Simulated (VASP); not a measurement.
# ScSbPt3 (Pm-3m) in VASP: further runs

Runs on ScSbPt3. Level: r2SCAN. Tasks: single point, relaxation of cell and atoms.

Everything below comes from runs of VASP 6.6.1. Logs are shortened: lines on timing, memory, paths and dates and some standing lists are left out, and cuts for length are marked.

### 1 The cell of the first run

Symmetry: Pm-3m, No. 221, cubic system. Conventional cell: a = 4.447 Å, b = 4.447 Å, c = 4.447 Å, α = 90.00°, β = 90.00°, γ = 90.00°. Within 4.1 Å of Sc (site symmetry m-3m) lie 12 Pt at 3.14 Å and 8 Sb at 3.85 Å. Within 2.9 Å of Sb (site symmetry m-3m) lie 6 Pt at 2.22 Å. Within 2.9 Å of Pt (site symmetry 4/mmm) lie 2 Sb at 2.22 Å.

### 2 Single point, r2SCAN

File POSCAR:

```
ScSbPt3
1.0
    4.4474276834      0.0000000000      0.0000000000
    0.0000000000      4.4474276834      0.0000000000
    0.0000000000      0.0000000000      4.4474276834
Sc Sb Pt
1 1 3
Direct
    0.0000000000      0.0000000000      0.0000000000
    0.5000000000      0.5000000000      0.5000000000
    0.0000000000      0.5000000000      0.5000000000
    0.5000000000      0.0000000000      0.5000000000
    0.5000000000      0.5000000000      0.0000000000
```

File INCAR.step1:

```
ALGO     = Normal         # electronic algorithm
EDIFF    = 1E-4           # SCF threshold, eV
ENCUT    = 520            # plane-wave cutoff, eV
GGA      = PE             # functional
ISMEAR   = 0              # smearing method
LASPH    = True           # aspherical terms in the spheres
LCHARG   = False          # write CHGCAR
LREAL    = False          # projectors in reciprocal space
LWAVE    = True           # write WAVECAR
NBANDS   = 31             # bands
NELM     = 80             # most SCF steps
PREC     = Accurate       # precision mode
SIGMA    = 0.1            # smearing width, eV
```

File INCAR.step2:

```
ALGO     = Normal         # electronic algorithm
EDIFF    = 1E-7           # SCF threshold, eV
ENCUT    = 520            # plane-wave cutoff, eV
ISIF     = 2              # what is computed and relaxed
ISMEAR   = 0              # smearing method
ISTART   = 1            
LASPH    = True           # aspherical terms in the spheres
LCHARG   = False          # write CHGCAR
LMIXTAU  = True         
LREAL    = False          # projectors in reciprocal space
LWAVE    = False          # write WAVECAR
METAGGA  = R2SCAN         # meta-GGA
NBANDS   = 31             # bands
NELM     = 80             # most SCF steps
PREC     = Accurate       # precision mode
SIGMA    = 0.1            # smearing width, eV
```

File KPOINTS:

```
k-points
0
Gamma
  4 4 4
```

Potentials or basis: VASP PAW PBE potentials, release 64 (Sc_sv, Sb, Pt).

Command:

```console
$ cat potpaw_PBE.64/Sc_sv/POTCAR potpaw_PBE.64/Sb/POTCAR potpaw_PBE.64/Pt/POTCAR > POTCAR
$ cp INCAR.step1 INCAR
$ mpirun -np 1 vasp_std > vasp.out
$ cp INCAR.step2 INCAR
$ mpirun -np 1 vasp_std > vasp.out
```

OUTCAR:

```text
EDIFF = 1E-7
   ENCUT = 520
   ISIF = 2
   ISMEAR = 0
   ISTART = 1
   LASPH = True
   LREAL = False
   METAGGA = R2SCAN
   NELM = 80
   PREC = Accurate

 ion  position               nearest neighbor table
   1  0.000  0.000  0.000-   3 3.14   4 3.14   5 3.14   3 3.14   4 3.14   3 3.14   5 3.14   3 3.14
                             4 3.14   5 3.14   4 3.14   5 3.14
   2  0.500  0.500  0.500-   3 2.22   4 2.22   5 2.22   5 2.22   4 2.22   3 2.22
   3  0.000  0.500  0.500-   2 2.22   2 2.22   4 3.14   5 3.14   1 3.14   5 3.14   1 3.14   4 3.14
                             1 3.14   1 3.14   4 3.14   5 3.14   5 3.14   4 3.14
   4  0.500  0.000  0.500-   2 2.22   2 2.22   3 3.14   5 3.14   1 3.14   5 3.14   1 3.14   3 3.14
                             5 3.14   5 3.14   1 3.14   3 3.14   1 3.14   3 3.14
   5  0.500  0.500  0.000-   2 2.22   2 2.22   3 3.14   4 3.14   1 3.14   3 3.14   4 3.14   1 3.14
                             4 3.14   4 3.14   1 3.14   3 3.14   3 3.14   1 3.14

  LATTYP: Found a simple cubic cell.
 ALAT       =     4.4474276834

  Lattice vectors:

 A1 = (   4.4474276834,   0.0000000000,   0.0000000000)
 A2 = (   0.0000000000,   4.4474276834,   0.0000000000)
 A3 = (   0.0000000000,   0.0000000000,   4.4474276834)

Analysis of symmetry for initial positions (statically):
=====================================================================
 Subroutine PRICEL returns:
 Original cell was already a primitive cell.

 Routine SETGRP: Setting up the symmetry group for a
 simple cubic supercell.

 Subroutine GETGRP returns: Found 48 space group operations
 (whereof 48 operations were pure point group operations)
 out of a pool of 48 trial point group operations.

The static configuration has the point symmetry O_h .

Analysis of symmetry for dynamics (positions and initial velocities):
=====================================================================
 Subroutine PRICEL returns:
 Original cell was already a primitive cell.

 Routine SETGRP: Setting up the symmetry group for a
 simple cubic supercell.

 Subroutine GETGRP returns: Found 48 space group operations
 (whereof 48 operations were pure point group operations)
 out of a pool of 48 trial point group operations.

The dynamic configuration has the point symmetry O_h .

 Subroutine INISYM returns: Found 48 space group operations
 (whereof 48 operations are pure point group operations),
 and found     1 'primitive' translations

----------------------------------------------------------------------------------------

                                     Primitive cell

  volume of cell :      87.9684

  direct lattice vectors                    reciprocal lattice vectors
     4.447427683  0.000000000  0.000000000     0.224849075  0.000000000  0.000000000
     0.000000000  4.447427683  0.000000000     0.000000000  0.224849075  0.000000000
     0.000000000  0.000000000  4.447427683     0.000000000  0.000000000  0.224849075

  length of vectors
     4.447427683  4.447427683  4.447427683     0.224849075  0.224849075  0.224849075

  position of ions in fractional coordinates (direct lattice)
     0.000000000  0.000000000  0.000000000
     0.500000000  0.500000000  0.500000000
     0.000000000  0.500000000  0.500000000
     0.500000000  0.000000000  0.500000000
     0.500000000  0.500000000  0.000000000

  ion indices of the primitive-cell ions
   primitive index   ion index
                 1           1
                 2           2
                 3           3
                 4           4
                 5           5

----------------------------------------------------------------------------------------

 KPOINTS: k-points

Automatic generation of k-mesh.
 Grid dimensions read from file:
 generate k-points for:    4    4    4

 Generating k-lattice:

  Cartesian coordinates                     Fractional coordinates (reciprocal lattice)
     0.056212269  0.000000000  0.000000000     0.250000000  0.000000000  0.000000000
     0.000000000  0.056212269  0.000000000     0.000000000  0.250000000  0.000000000
     0.000000000  0.000000000  0.056212269     0.000000000  0.000000000  0.250000000

  Length of vectors
     0.056212269  0.056212269  0.056212269

  Shift w.r.t. Gamma in fractional coordinates (k-lattice)
     0.000000000  0.000000000  0.000000000

 Subroutine IBZKPT returns following result:
 ===========================================

 Found     10 irreducible k-points:

 Following reciprocal coordinates:
            Coordinates               Weight
  0.000000  0.000000  0.000000      1.000000
  0.250000  0.000000  0.000000      6.000000
  0.500000  0.000000  0.000000      3.000000
  0.250000  0.250000  0.000000     12.000000
  0.500000  0.250000  0.000000     12.000000
  0.500000  0.500000  0.000000      3.000000
  0.250000  0.250000  0.250000      8.000000
  0.500000  0.250000  0.250000     12.000000
  0.500000  0.500000  0.250000      6.000000
  0.500000  0.500000  0.500000      1.000000
   k-points           NKPTS =     10   k-points in BZ     NKDIM =     10   number of bands    NBANDS=     31
   number of dos      NEDOS =    301   number of ions     NIONS =      5
   total plane-waves  NPLWV =  46656
   dimension x,y,z NGX =    36 NGY =   36 NGZ =   36
   dimension x,y,z NGXF=    72 NGYF=   72 NGZF=   72
   ions per type =               1   1   3
   NGX,Y,Z   is equivalent  to a cutoff of  13.46, 13.46, 13.46 a.u.
   NGXF,Y,Z  is equivalent  to a cutoff of  26.91, 26.91, 26.91 a.u.
 SYSTEM =  unknown system
   PREC   = accura    normal or accurate (medium, high low for compatibility)
   ISTART =      1    job   : 0-new  1-cont  2-samecut
   ICHARG =      0    charge: 1-file 2-atom 10-const
   ISPIN  =      1    spin polarized calculation?
   LNONCOLLINEAR =      F non collinear calculations
   LSORBIT =      F    spin-orbit coupling
   LASPH  =      T    aspherical Exc in radial PAW
   ENCUT  =  520.0 eV  38.22 Ry    6.18 a.u.   8.27  8.27  8.27*2*pi/ulx,y,z
   NELM   =     80;   NELMIN=  2; NELMDL=  0     # of ELM steps
   EDIFF  = 0.1E-06   stopping-criterion for ELM
   LREAL  =      F    real-space projection
   EDIFFG = 0.1E-05   stopping-criterion for IOM
   NSW    =      0    number of steps for IOM
   IBRION =     -1    ionic relax: 0-MD 1-quasi-New 2-CG
   NFREE  =      0    steps in history (QN), initial steepest desc. (CG)
   ISIF   =      2    stress and relaxation
   ISYM   =      2    0-nonsym 1-usesym 2-fastsym
   POTIM  = 0.5000    time-step for ionic-motion
   TEBEG  =    0.0;   TEEND  =   0.0 temperature during run
   PSTRESS=    0.0 pullay stress
   NELECT =      46.0000    total number of electrons
   NUPDOWN=      -1.0000    fix difference up-down
   EMIN   =  10.00;   EMAX   =-10.00  energy-range for DOS
   EFERMI =   0.00;   METHOD = LEGACY
   ISMEAR =     0;   SIGMA  =   0.10  broadening in eV -4-tet -1-fermi 0-gaus
   EFERMI_NEDOS =   21; number of points for ismear=-14 and -15
   IALGO  =     38    algorithm
   IMIX   =      4    mixing-type and parameters
     AMIX     =   0.40;   BMIX     =  1.00
     AMIX_MAG =   1.60;   BMIX_MAG =  1.00
  volume/ion in A,a.u.               =      17.59       118.73
  Fermi-wavevector in a.u.,A,eV,Ry     =   1.318920  2.492398 23.668024  1.739551
  Thomas-Fermi vector in A             =   2.448856
   LORBIT       =      0    0 simple, 1 ext, 2 COOP (PROOUT), +10 PAW based schemes
   METAGGA = R2SCAN    functional components
   LHFCALC =     F    Hartree Fock is set to
   AEXX    =    0.0000 exact exchange contribution
   IVDW    =     0    specifies the selected vdW correction
   LEPSILON=     F    determine dielectric tensor
   LRPA    =     F    only Hartree local field effects (RPA)
 non-spin polarized calculation
 Gauss-broadening in eV      SIGMA  =   0.10
  energy-cutoff  :      520.00
  volume of cell :       87.97
 maximum number of plane-waves:      2392
 NGX is ok and might be reduce to    36
   NGX = 17   NGY = 17   NGZ = 17

 number of electron      45.9999994 magnetization

 Free energy of the ion-electron system (eV)
  ---------------------------------------------------
  ext. energy  EPLUGINS =         0.00000000
  ---------------------------------------------------
  free energy    TOTEN  =      -186.56835600 eV

  energy without entropy =     -186.55751117  energy(sigma->0) =     -186.56293358

 E-fermi :  10.3050     XC(G=0): -12.8567

 val. band max:       10.0342089968   @ k =   0.2500   0.2500   0.0000
 cond. band min:      10.3660969594   @ k =   0.5000   0.2500   0.0000
 fundamental gap:      0.3318879626
 Fermi energy:        10.3049741496

 k-point     1 :       0.0000    0.0000    0.0000
  band No.  band energies     occupation
      1     -43.2403      2.00000
      2     -20.8291      2.00000
      3     -20.8291      2.00000
      4     -20.8291      2.00000
      5      -5.5586      2.00000
      6       2.8236      2.00000
[... 23 lines left out ...]
     30      13.8482      0.00000
     31      15.4385      0.00000

 k-point     2 :       0.2500    0.0000    0.0000
  band No.  band energies     occupation
      1     -43.2402      2.00000
      2     -20.8337      2.00000
      3     -20.8294      2.00000
      4     -20.8294      2.00000
      5      -5.0835      2.00000
      6       2.8446      2.00000
[... 23 lines left out ...]
     30      14.4624      0.00000
     31      15.2077      0.00000

 k-point     3 :       0.5000    0.0000    0.0000
  band No.  band energies     occupation
      1     -43.2400      2.00000
      2     -20.8384      2.00000
      3     -20.8297      2.00000
      4     -20.8297      2.00000
      5      -4.4211      2.00000
      6       1.0282      2.00000
[... 227 lines left out ...]
     30      13.8889      0.00000
     31      13.8889      0.00000

 k-point    10 :       0.5000    0.5000    0.5000
  band No.  band energies     occupation
      1     -43.2397      2.00000
      2     -20.8343      2.00000
      3     -20.8343      2.00000
      4     -20.8343      2.00000
      5      -1.1208      2.00000
      6       0.1673      2.00000
[... 23 lines left out ...]
     30      12.8836      0.00000
     31      12.8836      0.00000

------------------------ aborting loop because EDIFF is reached ----------------------------------------

  FORCE on cell =-STRESS in cart. coord.  units (eV):
  Direction    XX          YY          ZZ          XY          YZ          ZX
  --------------------------------------------------------------------------------------
  -------------------------------------------------------------------------------------
  Total       32.3392689     32.3392689     32.3392689     -0.0000000     -0.0000000      0.0000000
  in kB      588.9983717    588.9983717    588.9983717     -0.0000000     -0.0000000      0.0000000
  external PRESSURE =     588.9983717 kB  Pullay stress =       0.0000000 kB

 VOLUME and BASIS-vectors are now :
 -----------------------------------------------------------------------------
  energy-cutoff  :      520.00
  volume of cell :       87.97
      direct lattice vectors                 reciprocal lattice vectors
     4.447427683  0.000000000  0.000000000     0.224849075  0.000000000  0.000000000
     0.000000000  4.447427683  0.000000000     0.000000000  0.224849075  0.000000000
     0.000000000  0.000000000  4.447427683     0.000000000  0.000000000  0.224849075

 POSITION                                       TOTAL-FORCE (eV/Angst)
 -----------------------------------------------------------------------------------
      0.00000      0.00000      0.00000         0.000000      0.000000      0.000000
      2.22371      2.22371      2.22371         0.000000      0.000000      0.000000
      0.00000      2.22371      2.22371         0.000000      0.000000      0.000000
      2.22371      0.00000      2.22371         0.000000      0.000000      0.000000
      2.22371      2.22371      0.00000         0.000000      0.000000      0.000000
 -----------------------------------------------------------------------------------
    total drift:                                0.000000      0.000000      0.000000

  FREE ENERGIE OF THE ION-ELECTRON SYSTEM (eV)
  ---------------------------------------------------
  free  energy   TOTEN  =      -186.5683560005 eV

  energy  without entropy=     -186.5575111669  energy(sigma->0) =     -186.56293358
```

Run time: 1.9 min. Hardware: 1 thread of Intel Xeon 6975P-C (Granite Rapids), shared host; peak memory 0.22 GiB.

Results:

| Item | Value |
| --- | --- |
| Free energy | -186.5684 eV |
| Pressure | 58.9 GPa |
| Band gap on the k mesh | zero (bands 23 and 24 overlap by 1.23 eV) |

Caveat: the cell stands under pressure; the PAW data sets were made with another functional, which shifts forces and pressure a little; spin-orbit coupling is left out, which moves the levels of the heavy elements.

### 3 Single point, r2SCAN

This run uses another cell than the first one, of 23.11 Å³/atom.

POSCAR: that of step 2 with these lines changed.

```diff
@@ -2,5 +2,5 @@
 1.0
-    4.4474276834      0.0000000000      0.0000000000
-    0.0000000000      4.4474276834      0.0000000000
-    0.0000000000      0.0000000000      4.4474276834
+    4.8704746824      0.0000000000      0.0000000000
+    0.0000000000      4.8704746824      0.0000000000
+    0.0000000000      0.0000000000      4.8704746824
 Sc Sb Pt
```

File INCAR.step1:

```
ALGO = Normal
EDIFF = 1E-4
ENCUT = 520
GGA = PE
ISMEAR = 0
LASPH = T
LCHARG = F
LREAL = F
LWAVE = T
NBANDS = 31
NELM = 80
PREC = Accurate
SIGMA = 0.1
```

File INCAR.step2:

```
ALGO = Normal
EDIFF = 1E-7
ENCUT = 520
ISIF = 2
ISMEAR = 0
ISTART = 1
LASPH = T
LCHARG = T
LELF = T
LMIXTAU = T
LREAL = F
LVHAR = T
LWAVE = F
METAGGA = R2SCAN
NBANDS = 31
NELM = 80
PREC = Accurate
SIGMA = 0.1
```

KPOINTS is that of step 2.

Potentials or basis: VASP PAW PBE potentials, release 64 (Sc_sv, Sb, Pt).

Command:

```console
$ cat potpaw_PBE.64/Sc_sv/POTCAR potpaw_PBE.64/Sb/POTCAR potpaw_PBE.64/Pt/POTCAR > POTCAR
$ cp INCAR.step1 INCAR
$ mpirun -np 1 vasp_std > vasp.out
$ cp INCAR.step2 INCAR
$ mpirun -np 1 vasp_std > vasp.out
```

It took 2.4 min on 1 thread of Intel Xeon 6975P-C (Granite Rapids), shared host; peak memory 0.23 GiB.

The run converged. Its results:

```
Free energy            : -190.4921 eV
Pressure               : 0.0 GPa
Band gap on the k mesh : zero (bands 23 and 24 overlap by 0.96 eV)
```

Levels at points of the mesh, in eV from the Fermi level:
```csv
k point,band 21,band 22,band 23,band 24,band 25,band 26
"(0.00, 0.00, 0.00)",-1.76,-1.76,-1.32,0.20,0.20,1.04
"(0.50, 0.00, 0.00)",-1.75,-0.50,-0.50,0.47,0.64,0.70
"(0.50, 0.50, 0.00)",-1.22,-1.22,-1.21,0.14,0.29,0.29
"(0.50, 0.50, 0.50)",-0.93,-0.93,-0.93,-0.49,-0.49,-0.49
```

Caveat: the PAW data sets were made with another functional, which shifts forces and pressure a little; spin-orbit coupling is left out, which moves the levels of the heavy elements.

### 4 Single point, r2SCAN

This run uses another cell than the first one, of 23.27 Å³/atom.

POSCAR: that of step 3 with these lines changed.

```diff
@@ -2,5 +2,5 @@
 1.0
-    4.8704746824      0.0000000000      0.0000000000
-    0.0000000000      4.8704746824      0.0000000000
-    0.0000000000      0.0000000000      4.8704746824
+    4.8818813618      0.0000000000      0.0000000000
+    0.0000000000      4.8818813618      0.0000000000
+    0.0000000000      0.0000000000      4.8818813618
 Sc Sb Pt
```

File INCAR.step1:

```
SYSTEM = ScSbPt3
PREC = Accurate ; ENCUT = 520
ISMEAR = 0 ; SIGMA = 0.1
LREAL = .False. ; LASPH = .True.
NELM = 60 ; NBANDS = 31
GGA = PE ; ALGO = Normal
EDIFF = 1E-4 ; LWAVE = .True.
LCHARG = .False.
```

File INCAR.step2:

```
SYSTEM = ScSbPt3
PREC = Accurate ; ENCUT = 520
EDIFF = 1E-6 ; ISMEAR = 0
SIGMA = 0.1 ; LREAL = .False.
LASPH = .True. ; NELM = 60
ALGO = Normal ; ISIF = 2
LWAVE = .False. ; LCHARG = .False.
METAGGA = R2SCAN ; LMIXTAU = .True.
NBANDS = 31 ; ISTART = 1
```

File KPOINTS:

```
Automatic mesh
0
Gamma
  8 8 8
  0 0 0
```

Command:

```console
$ cat potpaw_PBE.64/Sc_sv/POTCAR potpaw_PBE.64/Sb/POTCAR potpaw_PBE.64/Pt/POTCAR > POTCAR
$ cp INCAR.step1 INCAR
$ mpirun -np 1 vasp_std > vasp.out
$ cp INCAR.step2 INCAR
$ mpirun -np 1 vasp_std > vasp.out
```

Run time: 6 min. Hardware: 1 thread of Intel Xeon 6975P-C (Granite Rapids), shared host; peak memory 0.3 GiB.

It converged, with:

```
Free energy            : -190.4952 eV
Pressure               : 0.0 GPa
Band gap on the k mesh : zero (bands 23 and 24 overlap by 0.95 eV)
```

Levels at points of the mesh, in eV from the Fermi level:
| k point | band 20 | band 21 | band 22 | band 23 | band 24 | band 25 | band 26 | band 27 |
| --- | --- | --- | --- | --- | --- | --- | --- | --- |
| (0.00, 0.00, 0.00) | -1.45 | -1.45 | -1.45 | -1.02 | 0.46 | 0.46 | 1.30 | 1.30 |
| (0.50, 0.00, 0.00) | -1.71 | -1.44 | -0.21 | -0.21 | 0.72 | 0.90 | 0.97 | 0.97 |
| (0.50, 0.50, 0.00) | -1.67 | -0.93 | -0.93 | -0.92 | 0.41 | 0.56 | 0.56 | 0.92 |
| (0.50, 0.50, 0.50) | -1.31 | -0.64 | -0.64 | -0.64 | -0.19 | -0.19 | -0.19 | 1.21 |

Caveat: the PAW data sets were made with another functional, which shifts forces and pressure a little; spin-orbit coupling is left out, which moves the levels of the heavy elements.

(Continued in part 2 of 2.)
